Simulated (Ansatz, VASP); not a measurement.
**Sr: VASP beside Ansatz**

The input INCAR:

```
  PREC = Accurate
  ENCUT = 520
  EDIFF = 1E-7
  ISMEAR = 1
  SIGMA = 0.1
  LREAL = False
  LASPH = True
  NELM = 80
  ALGO = Normal
  ISIF = 2
  LWAVE = False
  LCHARG = False
  GGA = PE
  NBANDS = 11
```

File KPOINTS:

```
Automatic mesh
0
Gamma
  9 9 9
```

POSCAR

```
Sr
1.0
    0.0000000000      3.0191365063      3.0191365063
    3.0191365063      0.0000000000      3.0191365063
    3.0191365063      3.0191365063      0.0000000000
Sr
1
Direct
    0.0000000000      0.0000000000      0.0000000000
```

Input for Ansatz:

```yaml
crystal:
  lattice:
    - [0.0, 3.0191365063, 3.0191365063]
    - [3.0191365063, 0.0, 3.0191365063]
    - [3.0191365063, 3.0191365063, 0.0]
  atoms:
    - { symbol: Sr, position: [0.0, 0.0, 0.0] }
hamiltonian:
  xc: pbe
  pseudopotentials:
    kind: paw
    azcp:
      Sr: "pseudopotentials/Sr.paw.azcp"
basis:
  ecutwfc: 420
  fft_grid_basis: typed
kpoints:
  mp_grid: { grid: [9, 9, 9], shift: [0, 0, 0] }
magnetization:
  spin_polarized: false
scf:
  occupations: { method: methfessel_paxton, width: 0.1 }
  lower_state_search: "off"
output:
  stress: true
  write_density: true
  write_potential: true
  elf: true
  volumetric_format: npy
```

Alike in both runs: task single point; functional PBE; k mesh 9 × 9 × 9; occupations methfessel-paxton of order 1, width 0.1 eV; no spin polarisation.

```csv
,VASP,Ansatz
version,VASP 6.6.1,Ansatz 0.2.0
potentials or method,"VASP PAW PBE potentials, release 64 (Sr_sv), cutoff 520 eV","plane waves (420 eV) with PAW, scalar-relativistic"
valence electrons in the cell,10,10
```

|  | VASP | Ansatz | Ansatz less VASP |
| --- | --- | --- | --- |
| pressure (GPa) | -0.1 | -0.1 | -0.01 |

The functional is the same, so the differences come from potentials, cutoffs and numerics.
